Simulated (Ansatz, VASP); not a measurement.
## RuC2: VASP beside Ansatz

File INCAR:

```
ALGO = Normal ; EDIFF = 1E-7
EDIFFG = -0.04 ; ENCUT = 700
GGA = PE ; GGA_COMPAT = False
IBRION = 2 ; ISIF = 3
ISMEAR = 0 ; LASPH = True
LCHARG = False ; LREAL = False
LWAVE = False ; NELM = 120
NELMIN = 4 ; NSW = 90
PREC = Accurate ; SIGMA = 0.1
```

Contents of KPOINTS:

```
k-points
0
Gamma
  6 6 6
```

Contents of POSCAR:

```
RuC2
1.0
    3.0432389411      0.0000000000      0.0000000000
   -1.5216194705      2.6355222328      0.0000000000
    0.0000000000      0.0000000000      3.2858892221
Ru C
1 2
Direct
    0.0000000000      0.0000000000      0.0000000000
    0.3333333333      0.6666666667      0.5000000000
    0.6666666667      0.3333333333      0.5000000000
```

Input for Ansatz:

```yaml
crystal:
  lattice:
    - [3.0432389411, 0.0, 0.0]
    - [-1.5216194705, 2.6355222328, 0.0]
    - [0.0, 0.0, 3.2858892221]
  atoms:
    - { symbol: Ru, position: [0.0, 0.0, 0.0] }
    - { symbol: C, position: [0.3333333333, 0.6666666667, 0.5] }
    - { symbol: C, position: [0.6666666667, 0.3333333333, 0.5] }
basis:
  ecutwfc: 420
kpoints:
  mp_grid: { grid: [6, 6, 6] }
hamiltonian:
  xc: pbe
scf:
  occupations: { method: gaussian, width: 0.1 }
  lower_state_search: "off"
output:
  forces: true
  stress: true
  eigenvalues: true
relax:
  adjacent_minimum: "off"
  f_tol: 0.04
  max_steps: 70
  cell: { stress_tol: 0.4 }
```

Alike in both runs: task relaxation of cell and atoms; functional PBE; k mesh 6 × 6 × 6; occupations gaussian, width 0.1 eV; no spin polarisation.

|  | VASP | Ansatz |
| --- | --- | --- |
| version | VASP 6.6.1 | Ansatz 0.2.0 |
| potentials or method | VASP PAW PBE potentials, release 64 (Ru_sv, C), cutoff 700 eV | scalar-relativistic, plane waves, PAW |
| valence electrons in the cell | 24 | 24 |

|  | VASP | Ansatz | Ansatz less VASP |
| --- | --- | --- | --- |
| gap on the k mesh at the Fermi level, each at its own relaxed structure (eV) | none | none | - |
| relaxed volume (Å³/atom) | 9.73 | 14.78 | +5.053 |
| relaxed length of the cell vector where the two differ most in proportion (Å) | 5.315 | 8.276 | +2.9611 |

A gap of «none» marks a metal or a gap that the smearing closes. One of these differences is far larger than is usual between the two programs; its cause wasn't traced.

The k mesh is coarse, so the values compare programs but aren't converged.
